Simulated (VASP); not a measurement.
A run of VASP 6.6.1 is set up as follows.

INCAR

```
ALGO     = Normal         # electronic algorithm
EDIFF    = 1E-7           # SCF threshold, eV
EDIFFG   = -0.01          # ionic threshold
ENCUT    = 600            # plane-wave cutoff, eV
GGA      = PE             # functional
IBRION   = 2              # ionic algorithm
ISIF     = 3              # what is computed and relaxed
ISMEAR   = 0              # smearing method
LASPH    = T              # aspherical terms in the spheres
LCHARG   = F              # write CHGCAR
LREAL    = F              # projectors in reciprocal space
LWAVE    = F              # write WAVECAR
NELM     = 60             # most SCF steps
NSW      = 100            # ionic steps
PREC     = Accurate       # precision mode
SIGMA    = 0.02           # smearing width, eV
```

The input KPOINTS:

```
k-points
0
Gamma
  12 12 2
```

Contents of POSCAR:

```
Be2ZnSe3
1.0
    3.7783209735      0.0000000000      0.0000000000
   -1.8891604867      3.2721219467      0.0000000000
    0.0000000000      0.0000000000     18.7989553164
Be Zn Se
4 2 6
Direct
    0.3333333333      0.6666666667      0.9958112944
    0.3333333333      0.6666666667      0.3378477109
    0.6666666667      0.3333333333      0.4958112944
    0.6666666667      0.3333333333      0.8378477109
    0.3333333333      0.6666666667      0.6689055584
    0.6666666667      0.3333333333      0.1689055584
    0.3333333333      0.6666666667      0.1150152503
    0.3333333333      0.6666666667      0.4577266046
    0.3333333333      0.6666666667      0.7996935814
    0.6666666667      0.3333333333      0.2996935814
    0.6666666667      0.3333333333      0.6150152503
    0.6666666667      0.3333333333      0.9577266046
```

Potentials or basis: VASP PAW PBE potentials, release 64 (Be, Zn, Se).

Run with:

```sh
$ cat potpaw_PBE.64/Be/POTCAR potpaw_PBE.64/Zn/POTCAR potpaw_PBE.64/Se/POTCAR > POTCAR
$ mpirun -np 1 vasp_std > vasp.out
```

(1) Predict the relaxed cell.

(2) Predict the band gap on the k mesh.

(3) Predict the relaxed volume.

Results:

(1) a = 3.783 Å, b = 3.783 Å, c = 18.809 Å, α = 90.00°, β = 90.00°, γ = 120.00°.

(2) 2.39 eV (least direct gap 2.48 eV).

(3) 19.43 Å³/atom.
